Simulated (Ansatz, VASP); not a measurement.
# Two plane-wave programs on MgO

```xyz
2
Lattice="0.0000 2.1335 2.1022 2.1022 0.0000 2.1022 2.1022 2.1335 0.0000" Properties=species:S:1:pos:R:3 pbc="T T T"
Mg    0.0000    0.0000    0.0000
O     2.1022    2.1335    2.1022
```

Change from the starting cell: uniaxial_y strain +1.5%.

Alike in both runs: task single point; functional PBE; k mesh 10 × 10 × 10; occupations fermi-dirac, width 0.02 eV; no spin polarisation.

|  | VASP | Ansatz |
| --- | --- | --- |
| version | VASP 6.6.1 | Ansatz 0.2.0 |
| potentials or method | VASP PAW PBE potentials, release 64 (Mg, O) | plane waves, PAW |
| plane-wave cutoff (eV) | 520 | 420 |
| valence electrons in the cell | 8 | 16 |

VASP gave:

| Property | Result |
| --- | --- |
| gap on the k mesh at the Fermi level (eV) | 4.61 |
| pressure (GPa) | 2.5 |
| traceless stress, the component that is largest in VASP (GPa) | -1.94 |

Problem. Which values does Ansatz return?

Solution. gap on the k mesh at the Fermi level (eV): 4.63; pressure (GPa): 3.2; traceless stress, the component that is largest in VASP (GPa): -1.92.

The functional is the same, so the differences come from potentials, cutoffs and numerics. VASP's potentials hold 8 valence electrons a cell and Ansatz's 16, so a difference there can come from the potentials and not from the codes.
